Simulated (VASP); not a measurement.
Ta3H, 4 atoms in the cell. The cell holds a slab with vacuum, 4 atoms: a = 2.874 Å, b = 2.874 Å, c = 21.527 Å, α = 90.00°, β = 90.00°, γ = 109.47°. 

- Program: VASP 6.6.1
- Task: single point
- Functional: PBE
- Potentials or basis: VASP PAW PBE potentials, release 64 (Ta_pv, H)
- Cutoff: 520 eV
- k mesh: 10 × 10 × 1
- Occupations: gaussian, width 0.1 eV
- Spin: collinear spin
- Starting moments: [0.0, 0.0, 0.0, 1.0] μB
- Dipole correction: yes
- Further INCAR settings: ALGO = Normal; EDIFF = 1e-07; NBANDS = 29

Potentials or basis: VASP PAW PBE potentials, release 64 (Ta_pv, H).

Command:

```console
$ cat potpaw_PBE.64/Ta_pv/POTCAR potpaw_PBE.64/H/POTCAR > POTCAR
$ mpirun -np 1 vasp_std > vasp.out
```

Hardware: 1 thread of Intel Xeon 8259CL, on a shared host.

**Question.** Estimate the wall time of this run.

**Answer.** Wall time 14 min on 1 thread of Intel Xeon 8259CL, on a shared host, peak memory 0.5 GiB. Counts: scf iterations 32, k points 31.
